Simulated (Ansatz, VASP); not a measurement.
## CdS: VASP beside Ansatz

Contents of INCAR:

```
SYSTEM = CdS
ALGO = Normal
EDIFF = 1E-6
ENCUT = 520
GGA = PS
ISIF = 2
ISMEAR = -1
LASPH = .TRUE.
LCHARG = .FALSE.
LREAL = .FALSE.
LWAVE = .FALSE.
NBANDS = 26
NELM = 80
PREC = Accurate
SIGMA = 0.01
```

File KPOINTS:

```
k-points
0
G
  6 6 4
  0 0 0
```

The input POSCAR:

```
CdS
1.0
    4.1500000000      0.0000000000      0.0000000000
   -2.0750000000      3.5940054257      0.0000000000
    0.0000000000      0.0000000000      6.7370000000
Cd S
2 2
Direct
    0.3333330000      0.6666670000      0.0000000000
    0.6666670000      0.3333330000      0.5000000000
    0.3333330000      0.6666670000      0.3750000000
    0.6666670000      0.3333330000      0.8750000000
```

Input for Ansatz:

```yaml
crystal:
  lattice:
    - [4.15, 0.0, 0.0]
    - [-2.0749999999999993, 3.594005425705421, 0.0]
    - [0.0, 0.0, 6.737]
  atoms:
    - { symbol: Cd, position: [0.333333, 0.666667, 0.0] }
    - { symbol: Cd, position: [0.6666669999999999, 0.33333299999999993, 0.5] }
    - { symbol: S, position: [0.333333, 0.666667, 0.37499999999999994] }
    - { symbol: S, position: [0.6666669999999999, 0.33333299999999993, 0.8749999999999999] }
kpoints:
  mp_grid:
    grid: [6, 6, 4]
    shift: [0.0, 0.0, 0.0]
hamiltonian:
  xc: pbesol
  pseudopotentials:
    kind: all_electron
    lapw: {}
scf:
  occupations:
    method: fermi_dirac
    width: 0.01
output:
  forces: true
  stress: true
  eigenvalues: true
```

Alike in both runs: task single point; functional PBEsol; k mesh 6 × 6 × 4; occupations fermi-dirac, width 0.01 eV; no spin polarisation.

|  | VASP | Ansatz |
| --- | --- | --- |
| version | VASP 6.6.1 | Ansatz 0.2.0 |
| potentials or method | VASP PAW PBE potentials, release 64 (Cd, S), cutoff 520 eV | all-electron (LAPW or listed datasets) |

```tsv
	VASP	Ansatz	Ansatz less VASP
gap on the k mesh at the Fermi level (eV)	1.06	1.06	-0.003
pressure (GPa)	-0.6	-1.0	-0.35
traceless stress, the component that is largest in VASP (GPa)	0.39	0.37	-0.016
rms of the force components (eV/Å)	0.038	0.037	-0.0008
```

VASP's potentials were made for PBE, not for PBEsol. Atom by atom the forces differ by 0.001 eV/Å (rms over components). Ansatz ran all-electron here, and VASP with PAW potentials. Ansatz's warnings: structure snapped to symmetry.
